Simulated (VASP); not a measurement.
Write the native input for VASP 6.6.1 that does the following.

```yaml
Task: single point
Functional: PBE
Potentials_or_basis: VASP PAW PBE potentials, release 64 (Al)
Cutoff: 520 eV
k_mesh: 3 × 3 × 3
Occupations: gaussian, width 0.15 eV
Spin: no spin polarisation
Dipole_correction: no
Further_INCAR_settings: LREAL = Auto; ALGO = Normal; EDIFF = 1e-06; NBANDS = 68
```

The structure of Al (a cell with a defect) lies in POSCAR:

```
Al
1.0
    8.1000000000      0.0000000000      0.0000000000
    0.0000000000      8.1000000000      0.0000000000
    0.0000000000      0.0000000000      8.1000000000
Al
31
Direct
    0.7435116049      0.2456548148     -0.0002945679
    0.7467485185     -0.0015356790      0.2451987654
    0.0071624691      0.0039845679     -0.0002941975
    0.3753395062      0.1248338272     -0.0002946914
    0.4961651852      0.4929877778     -0.0002934568
    0.7490575309      0.7510914815     -0.0002938272
    0.2441434568     -0.0063677778      0.2681192593
    0.5065179012      0.2560082716      0.2681301235
    0.7514262963      0.5009113580      0.2503675309
    0.5029582716     -0.0028092593      0.4997065432
    0.7591140741      0.2507811111      0.4997054321
    0.7467504938     -0.0015356790      0.7542124691
    0.0015992593      0.4985518519     -0.0002954321
    0.2544937037      0.7566372840     -0.0002943210
    0.0039069136      0.2511807407      0.2452025926
    0.2489674074      0.4962429630      0.2452058025
    0.5016835802      0.7533988889      0.2451975309
   -0.0084525926     -0.0011216049      0.4997045679
    0.2476955556      0.2524527160      0.4997051852
    0.5012724691      0.5086081481      0.4997059259
    0.7504303704      0.7497193827      0.4997054321
    0.2441440741     -0.0063670370      0.7312923457
    0.5065195062      0.2560070370      0.7312820988
    0.7514272840      0.5009109877      0.7490439506
   -0.0007628395      0.7487239506      0.2503690123
    0.0002309877      0.4999193827      0.4997062963
    0.2493666667      0.7410420988      0.4997061728
    0.0039070370      0.2511814815      0.7542076543
    0.2489687654      0.4962425926      0.7542055556
    0.5016837037      0.7534000000      0.7542150617
   -0.0007609877      0.7487229630      0.7490418519
```

The input as run:

INCAR

```
ALGO = Normal ; EDIFF = 1E-6
ENCUT = 520 ; GGA = PE
ISIF = 2 ; ISMEAR = 0
LASPH = True ; LCHARG = False
LREAL = Auto ; LWAVE = False
NBANDS = 68 ; NELM = 60
PREC = Accurate ; SIGMA = 0.15
```

KPOINTS

```
k-points
0
Gamma
  3 3 3
```

Potentials or basis: VASP PAW PBE potentials, release 64 (Al).

Run with:

```console
$ cat potpaw_PBE.64/Al/POTCAR > POTCAR
$ mpirun -np 1 vasp_std > vasp.out
```

Results of the run:

| Property | Result |
| --- | --- |
| Pressure | -0.7 GPa |
| Largest force | 0.008 eV/Å |
| Band gap on the k mesh | zero (an odd number of electrons rules out a gap without spin polarisation) |

Wall time 3.1 min on 1 thread of Intel(R) Xeon(R) 6975P-C (Granite Rapids), on a shared host, peak memory 0.56 GiB.
